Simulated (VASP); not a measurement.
# BN (P4_2/mnm) in VASP: notebook

The runs below take BN through single point, with PBEsol.

Program: VASP 6.6.1. These are calculated values, not measurements. Logs are shortened: lines on timing, memory, paths and dates and some standing lists are left out, and cuts for length are marked.

## 1. The cell of the first run

It takes space group P4_2/mnm (No. 136, tetragonal). The conventional cell has a = 4.299 Å, b = 4.299 Å, c = 2.310 Å, α = 90.00°, β = 90.00°, γ = 90.00°. B (site symmetry m2m) has 4 N at 1.43 to 1.56 Å within 1.9 Å. Within 1.9 Å of N (site symmetry m2m) lie 4 B at 1.43 to 1.56 Å.

## 2. Single point, PBEsol

Contents of INCAR:

```
SYSTEM = BN
PREC = Accurate
ENCUT = 520
EDIFF = 1E-6
ISMEAR = 0
SIGMA = 0.05
LREAL = .False.
LASPH = .True.
NELM = 80
ALGO = Normal
ISIF = 2
LWAVE = .False.
LCHARG = .False.
GGA = PS
NBANDS = 26
```

Contents of KPOINTS:

```
regular mesh
0
Gamma
  6 6 10
  0 0 0
```

Contents of POSCAR:

```
BN
1.0
    4.2993000000      0.0000000000      0.0000000000
    0.0000000000      4.2993000000      0.0000000000
    0.0000000000      0.0000000000      2.3096000000
B N
4 4
Direct
    0.1741337327      0.8258662673      0.5000000000
    0.3258662673      0.3258662673      0.0000000000
    0.6741337327      0.6741337327      0.0000000000
    0.8258662673      0.1741337327      0.5000000000
    0.8123909516      0.8123909516      0.5000000000
    0.3123909516      0.6876090484      0.0000000000
    0.6876090484      0.3123909516      0.0000000000
    0.1876090484      0.1876090484      0.5000000000
```

Potentials or basis: VASP PAW PBE potentials, release 64 (B, N).

Run with:

```console
$ cat potpaw_PBE.64/B/POTCAR potpaw_PBE.64/N/POTCAR > POTCAR
$ mpirun -np 1 vasp_std > vasp.out
```

OUTCAR:

```text
SYSTEM = BN
   PREC = Accurate
   ENCUT = 520
   EDIFF = 1E-6
   ISMEAR = 0
   LREAL = .False.
   LASPH = .True.
   NELM = 80
   ISIF = 2
   GGA = PS

 ion  position               nearest neighbor table
   1  0.174  0.826  0.500-   6 1.43   6 1.43   8 1.56   5 1.56   4 2.12
   2  0.326  0.326  0.000-   8 1.43   8 1.43   6 1.56   7 1.56   3 2.12
   3  0.674  0.674  0.000-   5 1.43   5 1.43   7 1.56   6 1.56   2 2.12
   4  0.826  0.174  0.500-   7 1.43   7 1.43   8 1.56   5 1.56   1 2.12
   5  0.812  0.812  0.500-   3 1.43   3 1.43   4 1.56   1 1.56
   6  0.312  0.688  0.000-   1 1.43   1 1.43   3 1.56   2 1.56
   7  0.688  0.312  0.000-   4 1.43   4 1.43   2 1.56   3 1.56
   8  0.188  0.188  0.500-   2 1.43   2 1.43   4 1.56   1 1.56

  LATTYP: Found a simple tetragonal cell.
 ALAT       =     4.2993000000
 C/A-ratio  =     0.5372037308

  Lattice vectors:

 A1 = (   4.2993000000,   0.0000000000,   0.0000000000)
 A2 = (   0.0000000000,   4.2993000000,   0.0000000000)
 A3 = (   0.0000000000,   0.0000000000,   2.3096000000)

Analysis of symmetry for initial positions (statically):
=====================================================================
 Subroutine PRICEL returns:
 Original cell was already a primitive cell.

 Routine SETGRP: Setting up the symmetry group for a
 simple tetragonal supercell.

 Subroutine GETGRP returns: Found 16 space group operations
 (whereof  8 operations were pure point group operations)
 out of a pool of 16 trial point group operations.

The static configuration has the point symmetry D_2h.
 The point group associated with its full space group is D_4h.

Analysis of symmetry for dynamics (positions and initial velocities):
=====================================================================
 Subroutine PRICEL returns:
 Original cell was already a primitive cell.

 Routine SETGRP: Setting up the symmetry group for a
 simple tetragonal supercell.

 Subroutine GETGRP returns: Found 16 space group operations
 (whereof  8 operations were pure point group operations)
 out of a pool of 16 trial point group operations.

The dynamic configuration has the point symmetry D_2h.
 The point group associated with its full space group is D_4h.

 Subroutine INISYM returns: Found 16 space group operations
 (whereof  8 operations are pure point group operations),
 and found     1 'primitive' translations

----------------------------------------------------------------------------------------

                                     Primitive cell

  volume of cell :      42.6906

  direct lattice vectors                    reciprocal lattice vectors
     4.299300000  0.000000000  0.000000000     0.232596004  0.000000000  0.000000000
     0.000000000  4.299300000  0.000000000     0.000000000  0.232596004  0.000000000
     0.000000000  0.000000000  2.309600000     0.000000000  0.000000000  0.432975407

  length of vectors
     4.299300000  4.299300000  2.309600000     0.232596004  0.232596004  0.432975407

  position of ions in fractional coordinates (direct lattice)
     0.174133733  0.825866267  0.500000000
     0.325866267  0.325866267  0.000000000
     0.674133733  0.674133733  0.000000000
     0.825866267  0.174133733  0.500000000
     0.812390952  0.812390952  0.500000000
     0.312390952  0.687609048  0.000000000
     0.687609048  0.312390952  0.000000000
     0.187609048  0.187609048  0.500000000

  ion indices of the primitive-cell ions
   primitive index   ion index
                 1           1
                 2           2
                 3           3
                 4           4
                 5           5
                 6           6
                 7           7
                 8           8

----------------------------------------------------------------------------------------

 KPOINTS: regular mesh

Automatic generation of k-mesh.
 Grid dimensions read from file:
 generate k-points for:    6    6   10

 Generating k-lattice:

  Cartesian coordinates                     Fractional coordinates (reciprocal lattice)
     0.038766001  0.000000000  0.000000000     0.166666667  0.000000000  0.000000000
     0.000000000  0.038766001  0.000000000     0.000000000  0.166666667  0.000000000
     0.000000000  0.000000000  0.043297541     0.000000000  0.000000000  0.100000000

  Length of vectors
     0.038766001  0.038766001  0.043297541

  Shift w.r.t. Gamma in fractional coordinates (k-lattice)
     0.000000000  0.000000000  0.000000000

 Subroutine IBZKPT returns following result:
 ===========================================

 Found     60 irreducible k-points:

 Following reciprocal coordinates:
            Coordinates               Weight
  0.000000  0.000000  0.000000      1.000000
  0.166667  0.000000  0.000000      4.000000
  0.333333  0.000000  0.000000      4.000000
  0.500000  0.000000  0.000000      2.000000
  0.166667  0.166667  0.000000      4.000000
  0.333333  0.166667  0.000000      8.000000
[... 16 lines left out ...]
  0.333333  0.000000  0.200000      8.000000
  0.500000  0.000000  0.200000      4.000000
 [... further k-points ...]
   k-points           NKPTS =     60   k-points in BZ     NKDIM =     60   number of bands    NBANDS=     26
   number of dos      NEDOS =    301   number of ions     NIONS =      8
   total plane-waves  NPLWV =  18432
   dimension x,y,z NGX =    32 NGY =   32 NGZ =   18
   dimension x,y,z NGXF=    64 NGYF=   64 NGZF=   36
   ions per type =               4   4
   NGX,Y,Z   is equivalent  to a cutoff of  12.37, 12.37, 12.96 a.u.
   NGXF,Y,Z  is equivalent  to a cutoff of  24.75, 24.75, 25.91 a.u.
 SYSTEM =  BN
   PREC   = accura    normal or accurate (medium, high low for compatibility)
   ISTART =      0    job   : 0-new  1-cont  2-samecut
   ICHARG =      2    charge: 1-file 2-atom 10-const
   ISPIN  =      1    spin polarized calculation?
   LNONCOLLINEAR =      F non collinear calculations
   LSORBIT =      F    spin-orbit coupling
   LASPH  =      T    aspherical Exc in radial PAW
   ENCUT  =  520.0 eV  38.22 Ry    6.18 a.u.   7.99  7.99  4.29*2*pi/ulx,y,z
   NELM   =     80;   NELMIN=  2; NELMDL= -5     # of ELM steps
   EDIFF  = 0.1E-05   stopping-criterion for ELM
   LREAL  =      F    real-space projection
   EDIFFG = 0.1E-04   stopping-criterion for IOM
   NSW    =      0    number of steps for IOM
   IBRION =     -1    ionic relax: 0-MD 1-quasi-New 2-CG
   NFREE  =      0    steps in history (QN), initial steepest desc. (CG)
   ISIF   =      2    stress and relaxation
   ISYM   =      2    0-nonsym 1-usesym 2-fastsym
   POTIM  = 0.5000    time-step for ionic-motion
   TEBEG  =    0.0;   TEEND  =   0.0 temperature during run
   PSTRESS=    0.0 pullay stress
   NELECT =      32.0000    total number of electrons
   NUPDOWN=      -1.0000    fix difference up-down
   EMIN   =  10.00;   EMAX   =-10.00  energy-range for DOS
   EFERMI =   0.00;   METHOD = LEGACY
   ISMEAR =     0;   SIGMA  =   0.05  broadening in eV -4-tet -1-fermi 0-gaus
   EFERMI_NEDOS =   21; number of points for ismear=-14 and -15
   IALGO  =     38    algorithm
   IMIX   =      4    mixing-type and parameters
     AMIX     =   0.40;   BMIX     =  1.00
     AMIX_MAG =   1.60;   BMIX_MAG =  1.00
  volume/ion in A,a.u.               =       5.34        36.01
  Fermi-wavevector in a.u.,A,eV,Ry     =   1.487125  2.810258 30.089828  2.211540
  Thomas-Fermi vector in A             =   2.600325
   LORBIT       =      0    0 simple, 1 ext, 2 COOP (PROOUT), +10 PAW based schemes
   GGA     = PS    functional components
   LHFCALC =     F    Hartree Fock is set to
   AEXX    =    0.0000 exact exchange contribution
   IVDW    =     0    specifies the selected vdW correction
   LEPSILON=     F    determine dielectric tensor
   LRPA    =     F    only Hartree local field effects (RPA)
 non-spin polarized calculation
 Gauss-broadening in eV      SIGMA  =   0.05
  energy-cutoff  :      520.00
  volume of cell :       42.69
 maximum number of plane-waves:      1168
 NGX is ok and might be reduce to    32
   NGX = 15   NGY = 15   NGZ =  9

 number of electron      32.0000000 magnetization

 Free energy of the ion-electron system (eV)
  ---------------------------------------------------
  ext. energy  EPLUGINS =         0.00000000
  ---------------------------------------------------
  free energy    TOTEN  =       -70.59478798 eV

  energy without entropy =      -70.59478798  energy(sigma->0) =      -70.59478798

 E-fermi :   8.8850     XC(G=0): -13.4042

 val. band max:        8.6753717926   @ k =   0.0000   0.0000   0.0000
 cond. band min:      13.0206964337   @ k =   0.0000   0.0000   0.3000
 fundamental gap:      4.3453246412
 Fermi energy:         8.8849808142

 k-point     1 :       0.0000    0.0000    0.0000
  band No.  band energies     occupation
      1     -13.1200      2.00000
      2      -8.7658      2.00000
      3      -8.7658      2.00000
      4      -8.3738      2.00000
      5      -2.5887      2.00000
      6      -2.1827      2.00000
[... 18 lines left out ...]
     25      22.3227      0.00000
     26      23.6866      0.00000

 k-point     2 :       0.1667    0.0000    0.0000
  band No.  band energies     occupation
      1     -12.9655      2.00000
      2      -9.6634      2.00000
      3      -8.6627      2.00000
      4      -7.8472      2.00000
      5      -2.8296      2.00000
      6      -1.6608      2.00000
[... 18 lines left out ...]
     25      22.3430      0.00000
     26      23.2345      0.00000

 k-point     3 :       0.3333    0.0000    0.0000
  band No.  band energies     occupation
      1     -12.5076      2.00000
      2     -10.7837      2.00000
      3      -8.3766      2.00000
      4      -7.7185      2.00000
      5      -2.9708      2.00000
      6      -1.6840      2.00000
[... 572 lines left out ...]
 k-point    23 :       0.3333    0.0000    0.2000
  band No.  band energies     occupation
      1     -11.7305      2.00000
      2     -10.0549      2.00000
      3      -7.7686      2.00000
      4      -7.1763      2.00000
      5      -2.3748      2.00000
      6      -1.0718      2.00000
[... 18 lines left out ...]
     25      22.6890      0.00000
     26      23.5502      0.00000

 k-point    24 :       0.5000    0.0000    0.2000
  band No.  band energies     occupation
      1     -11.0068      2.00000
      2     -11.0068      2.00000
      3      -7.4231      2.00000
      4      -7.4231      2.00000
      5      -1.9169      2.00000
      6      -1.9169      2.00000
[... 18 lines left out ...]
     25      22.8945      0.00000
     26      22.8945      0.00000

 [... further k-points ...]

------------------------ aborting loop because EDIFF is reached ----------------------------------------

  FORCE on cell =-STRESS in cart. coord.  units (eV):
  Direction    XX          YY          ZZ          XY          YZ          ZX
  --------------------------------------------------------------------------------------
  -------------------------------------------------------------------------------------
  Total       10.7976609     10.7976609     36.3915054      0.0000000      0.0000000      0.0000000
  in kB      405.2359779    405.2359779   1365.7723990      0.0000000      0.0000000      0.0000000
  external PRESSURE =     725.4147850 kB  Pullay stress =       0.0000000 kB

 VOLUME and BASIS-vectors are now :
 -----------------------------------------------------------------------------
  energy-cutoff  :      520.00
  volume of cell :       42.69
      direct lattice vectors                 reciprocal lattice vectors
     4.299300000  0.000000000  0.000000000     0.232596004  0.000000000  0.000000000
     0.000000000  4.299300000  0.000000000     0.000000000  0.232596004  0.000000000
     0.000000000  0.000000000  2.309600000     0.000000000  0.000000000  0.432975407

 POSITION                                       TOTAL-FORCE (eV/Angst)
 -----------------------------------------------------------------------------------
      0.74865      3.55065      1.15480        -0.693010      0.693010      0.000000
      1.40100      1.40100      0.00000         0.693010      0.693010      0.000000
      2.89830      2.89830      0.00000        -0.693010     -0.693010      0.000000
      3.55065      0.74865      1.15480         0.693010     -0.693010      0.000000
      3.49271      3.49271      1.15480         0.727194      0.727194      0.000000
      1.34306      2.95624      0.00000         0.727194     -0.727194     -0.000000
      2.95624      1.34306      0.00000        -0.727194      0.727194      0.000000
      0.80659      0.80659      1.15480        -0.727194     -0.727194     -0.000000
 -----------------------------------------------------------------------------------
    total drift:                                0.000000     -0.000000     -0.000000

  FREE ENERGIE OF THE ION-ELECTRON SYSTEM (eV)
  ---------------------------------------------------
  free  energy   TOTEN  =       -70.5947879816 eV

  energy  without entropy=      -70.5947879816  energy(sigma->0) =      -70.59478798
```

Wall time 17 s (1 thread of Intel Xeon 6975P-C (Granite Rapids), shared host); peak memory 0.17 GiB.

What came out:

| Quantity | Value |
| --- | --- |
| Free energy | -70.5948 eV |
| Pressure | 72.5 GPa |
| Largest force | 1.028 eV/Å |
| Band gap on the k mesh | 4.35 eV, indirect (least direct gap 5.90 eV) |

Forces on the atoms (eV/Å):
```
B   -0.693  0.693  0.000
B    0.693  0.693  0.000
B   -0.693 -0.693  0.000
B    0.693 -0.693  0.000
N    0.727  0.727  0.000
N    0.727 -0.727  0.000
N   -0.727  0.727  0.000
N   -0.727 -0.727  0.000
```

Stress tensor (GPa, compression positive):
```
 40.52   0.00   0.00
  0.00  40.52   0.00
  0.00   0.00 136.58
```

Levels at points of the mesh, in eV from the valence-band top:
```
           k point  band 12  band 13  band 14  band 15  band 16  band 17  band 18  band 19  band 20  band 21
(0.00, 0.00, 0.00)    -1.89    -0.26    -0.26    -0.08     0.00     8.09     8.09     8.52     8.94     9.33
(0.50, 0.00, 0.00)    -3.37    -1.57    -1.57    -1.01    -1.01     8.03     8.03     9.24     9.24    10.67
(0.50, 0.50, 0.00)    -3.69    -2.62    -2.62    -2.04    -2.04     7.65     7.65    10.28    10.28    11.07
(0.00, 0.00, 0.50)    -5.47    -4.99    -4.99    -3.72    -3.72     6.33     6.33    10.68    10.68    11.97
(0.50, 0.00, 0.50)    -5.13    -4.00    -4.00    -2.84    -2.84     7.13     7.13     8.92     8.92     9.68
(0.50, 0.50, 0.50)    -4.27    -3.27    -3.27    -3.02    -3.02     6.49     6.49     7.34     7.34     8.33
```

Caveat: the PAW data sets were made with another functional, which shifts forces and pressure a little.

## 3. Single point, PBEsol

This run uses another cell than the first one, of 5.40 Å³/atom, 1.012 times its volume.

Contents of INCAR:

```
SYSTEM = BN
  ALGO = Normal
  EDIFF = 1E-6
  ENCUT = 520
  GGA = PS
  ISIF = 2
  ISMEAR = 0
  LASPH = .True.
  LCHARG = .True.
  LELF = .True.
  LREAL = .False.
  LVHAR = .True.
  LWAVE = .False.
  NBANDS = 26
  NELM = 80
  PREC = Accurate
  SIGMA = 0.05
```

Contents of KPOINTS:

```
k-points
0
Gamma
  6 6 10
  0 0 0
```

Changes to POSCAR since step 2:

```diff
@@ -2,5 +2,5 @@
 1.0
-    4.2993000000      0.0000000000      0.0000000000
-    0.0000000000      4.2993000000      0.0000000000
-    0.0000000000      0.0000000000      2.3096000000
+    4.3982250342      0.0000000000      0.0000000000
+    0.0000000000      4.3982250342      0.0000000000
+    0.0000000000      0.0000000000      2.2335000000
 B N
```

Potentials or basis: VASP PAW PBE potentials, release 64 (B, N).

Run with:

```console
$ cat potpaw_PBE.64/B/POTCAR potpaw_PBE.64/N/POTCAR > POTCAR
$ mpirun -np 1 vasp_std > vasp.out
```

Wall time 21 s (1 thread of Intel Xeon 6975P-C (Granite Rapids), shared host); peak memory 0.18 GiB.

Results (log left out):

```
Free energy            : -69.5180 eV
Pressure               : 72.8 GPa
Largest force          : 1.890 eV/Å
Band gap on the k mesh : 3.82 eV, indirect (least direct gap 5.59 eV)
```

Forces on the atoms (eV/Å):
```
B   -1.060  1.060  0.000
B    1.060  1.060  0.000
B   -1.060 -1.060  0.000
B    1.060 -1.060  0.000
N    1.337  1.337  0.000
N    1.337 -1.337  0.000
N   -1.337  1.337  0.000
N   -1.337 -1.337  0.000
```

Stress tensor (GPa, compression positive):
```
 17.94   0.00   0.00
  0.00  17.94   0.00
  0.00   0.00 182.66
```

Levels at points of the mesh, in eV from the valence-band top:
| k point | band 14 | band 15 | band 16 | band 17 | band 18 | band 19 |
| --- | --- | --- | --- | --- | --- | --- |
| (0.00, 0.00, 0.00) | -1.01 | -0.49 | 0.00 | 6.60 | 6.60 | 7.43 |
| (0.50, 0.00, 0.00) | -2.21 | -0.87 | -0.87 | 6.59 | 6.59 | 8.44 |
| (0.50, 0.50, 0.00) | -2.23 | -1.75 | -1.75 | 6.69 | 6.69 | 10.19 |
| (0.00, 0.00, 0.50) | -5.43 | -3.95 | -3.95 | 5.77 | 5.77 | 9.82 |
| (0.50, 0.00, 0.50) | -4.16 | -3.40 | -3.40 | 6.50 | 6.50 | 8.17 |
| (0.50, 0.50, 0.50) | -3.46 | -3.45 | -3.45 | 5.93 | 5.93 | 6.46 |

Caveat: the PAW data sets were made with another functional, which shifts forces and pressure a little.
